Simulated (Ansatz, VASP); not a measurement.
Given: the input of a run of Ansatz 0.2.0 on FeO.

Contents of input.yaml:

```yaml
crystal:
  lattice:
    - [1.4878158575, 0.8589908858, 2.4681429078]
    - [-1.4878158575, 0.8589908858, 2.4681429078]
    - [0.0, -1.7179817717, 2.4681429078]
  atoms:
    - { symbol: Fe, position: [0.0, 0.0, 0.0], spin: 3.0 }
    - { symbol: O, position: [0.5, 0.5, 0.5] }
kpoints:
  mp_grid: { grid: [11, 11, 11] }
scf:
  occupations: { method: fermi_dirac, width: 0.05 }
hamiltonian:
  xc: lda
  pseudopotentials: { kind: all_electron, lapw: { basis_error: 0.001 } }
magnetization:
  spin_polarized: true
output:
  forces: true
  stress: true
  eigenvalues: true
```

Potentials or basis: all-electron LAPW, scalar-relativistic.

Launch:

```console
$ ansatz run input.yaml --threads 2 --pin off --max-ram 6144MiB --backend cpu --events-out ev --progress --plain --runs-dir out
```

Set up the same calculation for VASP 6.6.1. Potentials there: VASP PAW LDA potentials, release 64 (Fe, O).

As run (the cutoff follows the program's own potentials):

File INCAR:

```
ALGO     = Normal         # electronic algorithm
EDIFF    = 1E-7           # SCF threshold, eV
ENCUT    = 520            # plane-wave cutoff, eV
ISIF     = 2              # what is computed and relaxed
ISMEAR   = -1             # smearing method
ISPIN    = 2              # spin polarisation
LASPH    = True           # aspherical terms in the spheres
LCHARG   = True           # write CHGCAR
LELF     = True           # ELF
LMAXMIX  = 4              # l up to which the mixer works
LORBIT   = 11             # projections on sites
LREAL    = False          # projectors in reciprocal space
LVHAR    = True         
LWAVE    = False          # write WAVECAR
MAGMOM   = 3 0            # initial moments
NBANDS   = 18             # bands
NELM     = 150            # most SCF steps
PREC     = Accurate       # precision mode
SIGMA    = 0.05           # smearing width, eV
```

File KPOINTS:

```
k-points
0
Gamma
  11 11 11
```

File POSCAR:

```
FeO
1.0
    1.4878158575      0.8589908858      2.4681429078
   -1.4878158575      0.8589908858      2.4681429078
    0.0000000000     -1.7179817717      2.4681429078
Fe O
1 1
Direct
    0.0000000000      0.0000000000      0.0000000000
    0.5000000000      0.5000000000      0.5000000000
```

Potentials or basis: VASP PAW LDA potentials, release 64 (Fe, O).

Command:

```sh
$ cat potpaw_LDA.64/Fe/POTCAR potpaw_LDA.64/O/POTCAR > POTCAR
$ mpirun -np 1 vasp_std > vasp.out
```

Both were run:

|  | VASP | Ansatz | Ansatz less VASP |
| --- | --- | --- | --- |
| gap on the k mesh at the Fermi level (eV) | none | none | - |
| pressure (GPa) | -6.7 | -5.9 | +0.79 |
| traceless stress, the component that is largest in VASP (GPa) | -0.55 | -0.58 | -0.035 |
| net moment per atom (μB) | 1.94 | 1.98 | +0.044 |
| size of the moment on the site where the two differ most (μB) | 3.48 | 3.55 | +0.069 |

LDA's correlation is that of Perdew and Zunger in VASP and of Perdew and Wang (1992) in Ansatz. Site moments also hang on the region over which each program counts them. A gap of «none» marks a metal or a gap that the smearing closes. Ansatz ran all-electron here, and VASP with PAW potentials.
